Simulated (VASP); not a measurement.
An input for VASP 6.6.1 (Hf):

Contents of INCAR:

```
PREC = Accurate
ENCUT = 520
EDIFF = 1E-6
ISMEAR = -1
SIGMA = 0.05
LREAL = F
LASPH = T
NELM = 100
ALGO = Fast
ISIF = 2
LWAVE = F
LCHARG = F
GGA = B5
ALDAX = 1.0
AGGAX = 1.0
AGGAC = 1.0
ALDAC = 0.0
IVDW = 13
VDW_S6 = 1.0
VDW_S8 = 2.34076671
VDW_A1 = 0.44488865
VDW_A2 = 4.0933009
NBANDS = 11
```

The input KPOINTS:

```
Automatic mesh
0
Gamma
  11 11 10
```

POSCAR

```
Hf
1.0
    0.0058898755      2.2443787761      2.2362837729
    2.2444896383      0.0058718424      2.2362558660
    2.2481763755      2.2479952401      0.0027767560
Hf
1
Direct
    0.0000000000      0.0000000000      0.0000000000
```

Potentials or basis: VASP PAW PBE potentials, release 64 (Hf_pv).

Command:

```sh
$ cat potpaw_PBE.64/Hf_pv/POTCAR > POTCAR
$ mpirun -np 1 vasp_std > vasp.out
```

Question: How does this run end?

Answer: The run stopped without a result. It printed:

OUTCAR:

```text
PREC = Accurate
   ENCUT = 520
   EDIFF = 1E-6
   ISMEAR = -1
   LREAL = F
   LASPH = T
   NELM = 100
   ISIF = 2
   GGA = B5
   IVDW = 13
[... 50 lines left out ...]
|     E        R     R  R     R  O     O  R     R     ###     ###     ###     |
|     E        R     R  R     R  O     O  R     R     ###     ###     ###     |
|     EEEEE    RRRRRR   RRRRRR   O     O  RRRRRR       #       #       #      |
|     E        R   R    R   R    O     O  R   R                               |
|     E        R    R   R    R   O     O  R    R      ###     ###     ###     |
|     EEEEEEE  R     R  R     R  OOOOOOO  R     R     ###     ###     ###     |
|                                                                             |
|     VERY BAD NEWS! internal error in subroutineSGRCON:Found some            |
|     non-integer element in rotation matrix 3                                |
|                                                                             |
|       ---->  I REFUSE TO CONTINUE WITH THIS SICK JOB ... BYE!!! <----       |
|                                                                             |
 -----------------------------------------------------------------------------
```

On the terminal:

```text
POSCAR found type information on POSCAR Hf
 POSCAR found :  1 types and       1 ions
[... 50 lines left out ...]

1
```
